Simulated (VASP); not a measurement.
LaB6:

```xyz
7
Lattice="4.1570 0.0000 0.0000 0.0000 4.1570 0.0000 0.0000 0.0000 4.1570" Properties=species:S:1:pos:R:3 pbc="T T T"
La    0.0000    0.0000    0.0000
B     0.8210    2.0785    2.0785
B     2.0785    0.8210    2.0785
B     3.3360    2.0785    2.0785
B     2.0785    3.3360    2.0785
B     2.0785    2.0785    0.8210
B     2.0785    2.0785    3.3360
```

| Property | Result |
| --- | --- |
| Program | VASP 6.6.1 |
| Task | relaxation of cell and atoms |
| Functional | LDA |
| Potentials or basis | VASP PAW LDA potentials, release 64 (La, B) |
| Cutoff | 600 eV |
| k mesh | 7 × 7 × 7 |
| Occupations | fermi-dirac, width 0.1 eV |
| Spin | no spin polarisation |

At the start: pressure -7.8 GPa; volume 10.26 Å³/atom.

**Question.** Where does the relaxation end?

**Answer.** Over 8 steps the energy falls by 13.6 meV/atom and the volume is 9.84 Å³/atom (-4.1 %); space group Pm-3m (No. 221, to 0.1 Å) before and after.

Step by step:
```tsv
step	energy change (eV)	largest force (eV/Å)	pressure (GPa)	volume (Å³)
1	0.0000	0.7391	-7.76	71.84
2	0.1045	1.9649	8.46	66.79
3	-0.0869	0.2551	-1.90	69.71
4	-0.0898	0.2553	1.35	68.36
5	-0.0952	0.0205	-0.14	68.96
6	-0.0952	0.0264	-0.10	68.94
7	-0.0952	0.0252	0.22	68.84
8	-0.0953	0.0047	0.04	68.90
```

Final structure:
```
CELL_PARAMETERS angstrom
4.09955 0.00000 0.00000
0.00000 4.09955 0.00000
0.00000 0.00000 4.09955
ATOMIC_POSITIONS crystal
La 0.00000 0.00000 0.00000
B 0.19981 0.50000 0.50000
B 0.50000 0.19981 0.50000
B 0.80019 0.50000 0.50000
B 0.50000 0.80019 0.50000
B 0.50000 0.50000 0.19981
B 0.50000 0.50000 0.80019
```

Caveat: an odd number of electrons without spin polarisation forces a metal; a magnetic or distorted state may lie lower.
